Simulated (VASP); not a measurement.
# Ge (Fd-3m) in VASP: further runs, part 2 of 2

VASP 6.6.1.

## (5) Single point, RPBE+D4

This run uses another cell than the first one, of 22.19 Å³/atom, 1.043 times its volume.

File INCAR:

```
SYSTEM = Ge
  ALGO = Normal
  EDIFF = 1E-7
  ENCUT = 520
  GGA = RP
  ISIF = 2
  ISMEAR = -1
  IVDW = 13
  LASPH = .True.
  LCHARG = .False.
  LREAL = .False.
  LWAVE = .False.
  NBANDS = 21
  NELM = 80
  PREC = Accurate
  SIGMA = 0.05
```

File KPOINTS:

```
k-points
0
Gamma
  8 8 8
  0 0 0
```

File POSCAR:

```
Ge
1.0
    0.0000000000      2.8099234548      2.8099234548
    2.8099234548      0.0000000000      2.8099234548
    2.8099234548      2.8099234548      0.0000000000
Ge
2
Direct
    0.7500000000      0.7500000000      0.7500000000
    0.5000000000      0.5000000000      0.5000000000
```

Started as:

```
$ cat potpaw_PBE.64/Ge_d/POTCAR > POTCAR
$ mpirun -np 1 vasp_std > vasp.out
```

It took 24 s on 1 thread of Intel Xeon Platinum 8488C (Sapphire Rapids), shared host; peak memory 0.17 GiB.

Results (log left out):

| Quantity | Value |
| --- | --- |
| Free energy | -9.5055 eV |
| Pressure | 1.8 GPa |
| Band gap on the k mesh | 0.33 eV, indirect (least direct gap 0.34 eV) |
| Dispersion energy per atom | -0.621 eV |

Levels at points of the mesh, in eV from the valence-band top:
```tsv
k point	band 10	band 11	band 12	band 13	band 14	band 15	band 16	band 17	band 18	band 19
(0.00, 0.00, 0.00)	-24.60	-12.90	0.00	0.00	0.00	0.34	2.57	2.57	2.57	6.67
(0.50, 0.00, 0.00)	-24.57	-10.76	-7.66	-1.44	-1.44	0.33	3.77	3.77	7.29	10.85
(0.50, 0.50, 0.00)	-24.55	-8.93	-8.93	-3.14	-3.14	0.80	0.80	9.73	9.73	11.94
```

Caveat: the PAW data sets were made with another functional, which shifts forces and pressure a little.

## (6) Single point, PBE exchange alone

This run uses another cell than the first one, of 21.73 Å³/atom, 1.021 times its volume.

File INCAR:

```
SYSTEM = Ge
  PREC = Accurate
  ENCUT = 520
  EDIFF = 1E-7
  ISMEAR = -1
  SIGMA = 0.05
  LREAL = .False.
  LASPH = .True.
  NELM = 60
  ALGO = Normal
  ISIF = 2
  LWAVE = .False.
  LCHARG = .False.
  GGA = PE
  ALDAC = 0.0
  AGGAC = 0.0
  NBANDS = 21
```

File KPOINTS:

```
Automatic mesh
0
Gamma
  8 8 8
  0 0 0
```

File POSCAR:

```
Ge
1.0
    0.0000000000      2.7906767997      2.7906767997
    2.7906767997      0.0000000000      2.7906767997
    2.7906767997      2.7906767997      0.0000000000
Ge
2
Direct
    0.7500000000      0.7500000000      0.7500000000
    0.5000000000      0.5000000000      0.5000000000
```

Potentials or basis: VASP PAW PBE potentials, release 64 (Ge_d).

Started as:

```
$ cat potpaw_PBE.64/Ge_d/POTCAR > POTCAR
$ mpirun -np 1 vasp_std > vasp.out
```

OUTCAR:

```text
SYSTEM = Ge
   PREC = Accurate
   ENCUT = 520
   EDIFF = 1E-7
   ISMEAR = -1
   LREAL = .False.
   LASPH = .True.
   NELM = 60
   ISIF = 2
   GGA = PE

 ion  position               nearest neighbor table
   1  0.750  0.750  0.750-   2 2.42   2 2.42   2 2.42   2 2.42
   2  0.500  0.500  0.500-   1 2.42   1 2.42   1 2.42   1 2.42

  LATTYP: Found a face centered cubic cell.
 ALAT       =     5.5813535994

  Lattice vectors:

 A1 = (   0.0000000000,   2.7906767997,   2.7906767997)
 A2 = (   2.7906767997,   0.0000000000,   2.7906767997)
 A3 = (   2.7906767997,   2.7906767997,   0.0000000000)

Analysis of symmetry for initial positions (statically):
=====================================================================
 Subroutine PRICEL returns:
 Original cell was already a primitive cell.

 Routine SETGRP: Setting up the symmetry group for a
 face centered cubic supercell.

 Subroutine GETGRP returns: Found 48 space group operations
 (whereof 24 operations were pure point group operations)
 out of a pool of 48 trial point group operations.

The static configuration has the point symmetry T_d .
 The point group associated with its full space group is O_h .

Analysis of symmetry for dynamics (positions and initial velocities):
=====================================================================
 Subroutine PRICEL returns:
 Original cell was already a primitive cell.

 Routine SETGRP: Setting up the symmetry group for a
 face centered cubic supercell.

 Subroutine GETGRP returns: Found 48 space group operations
 (whereof 24 operations were pure point group operations)
 out of a pool of 48 trial point group operations.

The dynamic configuration has the point symmetry T_d .
 The point group associated with its full space group is O_h .

 Subroutine INISYM returns: Found 48 space group operations
 (whereof 24 operations are pure point group operations),
 and found     1 'primitive' translations

----------------------------------------------------------------------------------------

                                     Primitive cell

  volume of cell :      43.4669

  direct lattice vectors                    reciprocal lattice vectors
     0.000000000  2.790676800  2.790676800    -0.179168007  0.179168007  0.179168007
     2.790676800  0.000000000  2.790676800     0.179168007 -0.179168007  0.179168007
     2.790676800  2.790676800  0.000000000     0.179168007  0.179168007 -0.179168007

  length of vectors
     3.946612978  3.946612978  3.946612978     0.310328091  0.310328091  0.310328091

  position of ions in fractional coordinates (direct lattice)
     0.750000000  0.750000000  0.750000000
     0.500000000  0.500000000  0.500000000

  ion indices of the primitive-cell ions
   primitive index   ion index
                 1           1
                 2           2

----------------------------------------------------------------------------------------

 KPOINTS: Automatic mesh

Automatic generation of k-mesh.
 Grid dimensions read from file:
 generate k-points for:    8    8    8

 Generating k-lattice:

  Cartesian coordinates                     Fractional coordinates (reciprocal lattice)
    -0.022396001  0.022396001  0.022396001     0.125000000  0.000000000  0.000000000
     0.022396001 -0.022396001  0.022396001     0.000000000  0.125000000  0.000000000
     0.022396001  0.022396001 -0.022396001     0.000000000  0.000000000  0.125000000

  Length of vectors
     0.038791011  0.038791011  0.038791011

  Shift w.r.t. Gamma in fractional coordinates (k-lattice)
     0.000000000  0.000000000  0.000000000

 Subroutine IBZKPT returns following result:
 ===========================================

 Found     29 irreducible k-points:

 Following reciprocal coordinates:
            Coordinates               Weight
  0.000000  0.000000  0.000000      1.000000
  0.125000  0.000000  0.000000      8.000000
  0.250000  0.000000  0.000000      8.000000
  0.375000  0.000000  0.000000      8.000000
  0.500000  0.000000  0.000000      4.000000
  0.125000  0.125000  0.000000      6.000000
[... 16 lines left out ...]
  0.500000  0.250000  0.125000     48.000000
 -0.375000  0.250000  0.125000     24.000000
 [... further k-points ...]
   k-points           NKPTS =     29   k-points in BZ     NKDIM =     29   number of bands    NBANDS=     21
   number of dos      NEDOS =    301   number of ions     NIONS =      2
   total plane-waves  NPLWV =  27000
   dimension x,y,z NGX =    30 NGY =   30 NGZ =   30
   dimension x,y,z NGXF=    60 NGYF=   60 NGZF=   60
   ions per type =               2
   NGX,Y,Z   is equivalent  to a cutoff of  12.64, 12.64, 12.64 a.u.
   NGXF,Y,Z  is equivalent  to a cutoff of  25.27, 25.27, 25.27 a.u.
 SYSTEM =  Ge
   PREC   = accura    normal or accurate (medium, high low for compatibility)
   ISTART =      0    job   : 0-new  1-cont  2-samecut
   ICHARG =      2    charge: 1-file 2-atom 10-const
   ISPIN  =      1    spin polarized calculation?
   LNONCOLLINEAR =      F non collinear calculations
   LSORBIT =      F    spin-orbit coupling
   LASPH  =      T    aspherical Exc in radial PAW
   ENCUT  =  520.0 eV  38.22 Ry    6.18 a.u.   7.34  7.34  7.34*2*pi/ulx,y,z
   NELM   =     60;   NELMIN=  2; NELMDL= -5     # of ELM steps
   EDIFF  = 0.1E-06   stopping-criterion for ELM
   LREAL  =      F    real-space projection
   EDIFFG = 0.1E-05   stopping-criterion for IOM
   NSW    =      0    number of steps for IOM
   IBRION =     -1    ionic relax: 0-MD 1-quasi-New 2-CG
   NFREE  =      0    steps in history (QN), initial steepest desc. (CG)
   ISIF   =      2    stress and relaxation
   ISYM   =      2    0-nonsym 1-usesym 2-fastsym
   POTIM  = 0.5000    time-step for ionic-motion
   TEBEG  =    0.0;   TEEND  =   0.0 temperature during run
   PSTRESS=    0.0 pullay stress
   NELECT =      28.0000    total number of electrons
   NUPDOWN=      -1.0000    fix difference up-down
   EMIN   =  10.00;   EMAX   =-10.00  energy-range for DOS
   EFERMI =   0.00;   METHOD = LEGACY
   ISMEAR =    -1;   SIGMA  =   0.05  broadening in eV -4-tet -1-fermi 0-gaus
   EFERMI_NEDOS =   21; number of points for ismear=-14 and -15
   IALGO  =     38    algorithm
   IMIX   =      4    mixing-type and parameters
     AMIX     =   0.40;   BMIX     =  1.00
     AMIX_MAG =   1.60;   BMIX_MAG =  1.00
  volume/ion in A,a.u.               =      21.73       146.66
  Fermi-wavevector in a.u.,A,eV,Ry     =   1.413865  2.671818 27.198243  1.999014
  Thomas-Fermi vector in A             =   2.535467
   LORBIT       =      0    0 simple, 1 ext, 2 COOP (PROOUT), +10 PAW based schemes
   GGA     = PE    functional components
   LHFCALC =     F    Hartree Fock is set to
   AEXX    =    0.0000 exact exchange contribution
   IVDW    =     0    specifies the selected vdW correction
   LEPSILON=     F    determine dielectric tensor
   LRPA    =     F    only Hartree local field effects (RPA)
 non-spin polarized calculation
  energy-cutoff  :      520.00
  volume of cell :       43.47
 maximum number of plane-waves:      1211
 NGX is ok and might be reduce to    30
   NGX = 15   NGY = 15   NGZ = 15

 number of electron      28.0000021 magnetization

 Free energy of the ion-electron system (eV)
  ---------------------------------------------------
  ext. energy  EPLUGINS =         0.00000000
  ---------------------------------------------------
  free energy    TOTEN  =        -5.78862098 eV

  energy without entropy =       -5.78831523  energy(sigma->0) =       -5.78846811

 E-fermi :   7.0420     XC(G=0):  -8.4675

 val. band max:        6.9064536782   @ k =   0.0000   0.0000   0.0000
 cond. band min:       7.1754756875   @ k =   0.0000   0.0000   0.0000
 fundamental gap:      0.2690220093
 Fermi energy:         7.0420319973

 k-point     1 :       0.0000    0.0000    0.0000
  band No.  band energies     occupation
      1     -17.7357      2.00000
      2     -17.7357      2.00000
      3     -17.7357      2.00000
      4     -17.6957      2.00000
      5     -17.6957      2.00000
      6     -17.4579      2.00000
[... 13 lines left out ...]
     20      16.5959      0.00000
     21      16.5959      0.00000
[... 529 lines left out ...]
 k-point    24 :      -0.3750    0.2500    0.1250
  band No.  band energies     occupation
      1     -17.7875      2.00000
      2     -17.7741      2.00000
      3     -17.6821      2.00000
      4     -17.6249      2.00000
      5     -17.6088      2.00000
      6     -17.5474      2.00000
[... 13 lines left out ...]
     20      18.2389      0.00000
     21      18.7496      0.00000

 [... further k-points ...]

------------------------ aborting loop because EDIFF is reached ----------------------------------------

  FORCE on cell =-STRESS in cart. coord.  units (eV):
  Direction    XX          YY          ZZ          XY          YZ          ZX
  --------------------------------------------------------------------------------------
  -------------------------------------------------------------------------------------
  Total        4.7647533      4.7647533      4.7647533      0.0000000      0.0000000     -0.0000000
  in kB      175.6274426    175.6274426    175.6274426      0.0000000      0.0000000     -0.0000000
  external PRESSURE =     175.6274426 kB  Pullay stress =       0.0000000 kB

 VOLUME and BASIS-vectors are now :
 -----------------------------------------------------------------------------
  energy-cutoff  :      520.00
  volume of cell :       43.47
      direct lattice vectors                 reciprocal lattice vectors
     0.000000000  2.790676800  2.790676800    -0.179168007  0.179168007  0.179168007
     2.790676800  0.000000000  2.790676800     0.179168007 -0.179168007  0.179168007
     2.790676800  2.790676800  0.000000000     0.179168007  0.179168007 -0.179168007

 POSITION                                       TOTAL-FORCE (eV/Angst)
 -----------------------------------------------------------------------------------
      4.18602      4.18602      4.18602        -0.000000     -0.000000     -0.000000
      2.79068      2.79068      2.79068         0.000000      0.000000      0.000000
 -----------------------------------------------------------------------------------
    total drift:                                0.000000     -0.000000     -0.000000

  FREE ENERGIE OF THE ION-ELECTRON SYSTEM (eV)
  ---------------------------------------------------
  free  energy   TOTEN  =        -5.7886209850 eV

  energy  without entropy=       -5.7883152333  energy(sigma->0) =       -5.78846811
```

OSZICAR:

```text
N       E                     dE             d eps       ncg     rms          rms(c)
DAV:   1     0.202327173556E+03    0.20233E+03   -0.14525E+04  1371   0.370E+03
DAV:   2     0.231513754176E+02   -0.17918E+03   -0.17344E+03  1223   0.650E+02
DAV:   3    -0.486732257530E+01   -0.28019E+02   -0.27825E+02  1383   0.146E+02
DAV:   4    -0.583741136226E+01   -0.97009E+00   -0.96955E+00  1398   0.322E+01
DAV:   5    -0.585351120306E+01   -0.16100E-01   -0.16099E-01  1388   0.456E+00    0.327E+00
DAV:   6    -0.581255616506E+01    0.40955E-01   -0.31549E-02  1625   0.248E+00    0.196E+00
DAV:   7    -0.578655154266E+01    0.26005E-01   -0.73023E-02  1413   0.296E+00    0.177E-01
DAV:   8    -0.578815281682E+01   -0.16013E-02   -0.58235E-03  1338   0.109E+00    0.699E-02
DAV:   9    -0.578861758985E+01   -0.46477E-03   -0.57325E-04  1323   0.281E-01    0.276E-02
DAV:  10    -0.578861775520E+01   -0.16535E-06   -0.29034E-05  1438   0.590E-02    0.636E-03
DAV:  11    -0.578862097436E+01   -0.32192E-05   -0.45996E-06  1297   0.230E-02    0.785E-04
DAV:  12    -0.578862098496E+01   -0.10603E-07   -0.19565E-07  1226   0.699E-03
   1 F= -.57886210E+01 E0= -.57884681E+01  d E =-.305752E-03
```

Run time: 24 s. Hardware: 1 thread of Intel Xeon Platinum 8488C (Sapphire Rapids), shared host; peak memory 0.17 GiB.

Results:

```
Free energy            : -5.7886 eV
Pressure               : 17.6 GPa
Band gap on the k mesh : 0.27 eV, direct
```

Levels at points of the mesh, in eV from the valence-band top:
| k point | band 10 | band 11 | band 12 | band 13 | band 14 | band 15 | band 16 | band 17 | band 18 | band 19 |
| --- | --- | --- | --- | --- | --- | --- | --- | --- | --- | --- |
| (0.00, 0.00, 0.00) | -24.35 | -13.10 | 0.00 | 0.00 | 0.00 | 0.27 | 2.57 | 2.57 | 2.57 | 6.86 |
| (0.50, 0.00, 0.00) | -24.32 | -10.93 | -7.78 | -1.47 | -1.47 | 0.32 | 3.82 | 3.82 | 7.42 | 11.05 |
| (0.50, 0.50, 0.00) | -24.30 | -9.08 | -9.08 | -3.20 | -3.20 | 0.83 | 0.83 | 9.78 | 9.78 | 12.11 |

A k mesh can miss the band edges.

## (7) Summary

| level | potentials or basis | cell | gap on the mesh (eV) | pressure (GPa) |
| --- | --- | --- | --- | --- |
| PBE exchange alone | VASP PAW PBE potentials, release 64 (Ge_d) | a = 3.919 Å, angles 60.0°, 2 atoms | 0.39 | 19.9 |
| LDA | VASP PAW LDA potentials, release 64 (Ge_d) | a = 3.974 Å, angles 60.0°, 2 atoms | - | 0.3 |
| RPBE+D4 | VASP PAW PBE potentials, release 64 (Ge_d) | a = 3.947 Å, angles 60.0°, 2 atoms | 0.40 | 3.5 |
| RPBE+D4 | VASP PAW PBE potentials, release 64 (Ge_d) | a = 3.974 Å, angles 60.0°, 2 atoms | 0.33 | 1.8 |
| PBE exchange alone | VASP PAW PBE potentials, release 64 (Ge_d) | a = 3.947 Å, angles 60.0°, 2 atoms | 0.27 | 17.6 |

Alike in all rows: task single point; no spin polarisation; k mesh 8 × 8 × 8; cutoff (eV) 520; smearing fermi-dirac 0.05 eV.

Caveats: the PAW data sets were made with another functional, which shifts forces and pressure a little (some runs).

Absolute energies hang on the potentials; compare differences alone.

## (8) Comparison with measurements

Step 5. Measured gap of Ge: 0.807 eV (direct; 300 K; “Electronic and optical properties of SixGe1-x-ySny alloys lattice-matched to Ge”, 2021, arxiv:2109.02782). This calculation gives 0.33 eV (-0.48 eV). 3 values of this kind are on record (0.666 to 0.807 eV); this one was drawn at random among those near their median. Spin-orbit coupling on Ge is left out. The value is that of RPBE+D4 on a finite k mesh, which can miss the band edges, without temperature or zero-point motion. Semilocal functionals fall short of measured gaps as a rule.
